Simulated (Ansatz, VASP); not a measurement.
# One calculation of Ca2Sn2N, two programs

```
Ca Sn N
1.0
     3.66749    0.00000    0.00000
    -1.83374    3.17614    0.00000
     0.00000    0.00000   10.21283
Ca Sn N
2 2 1
Direct
  0.66667 0.33333 0.87918
  0.33333 0.66667 0.12082
  0.66667 0.33333 0.39603
  0.33333 0.66667 0.60397
  0.00000 0.00000 0.00000
```

Alike in both runs: functional PBE; k mesh 12 × 12 × 4; occupations gaussian, width 0.1 eV; no spin polarisation.

Ansatz relaxed the structure, and its values are those at the end. VASP's run is a single point on that final structure, the one shown.

|  | VASP | Ansatz |
| --- | --- | --- |
| version | VASP 6.6.1 | Ansatz 0.2.0 |
| potentials or method | VASP PAW PBE potentials, release 64 (Ca_sv, Sn_d, N), cutoff 520 eV | scalar-relativistic, plane waves, PAW |
| valence electrons in the cell | 53 | 53 |

|  | VASP | Ansatz | Ansatz less VASP |
| --- | --- | --- | --- |
| gap on the k mesh at the Fermi level (eV) | none | none | - |
| pressure (GPa) | 0.1 | 0.0 | -0.11 |
| rms of the force components (eV/Å) | 0.013 | 0.001 | -0.0118 |

A gap of «none» marks a metal or a gap that the smearing closes.
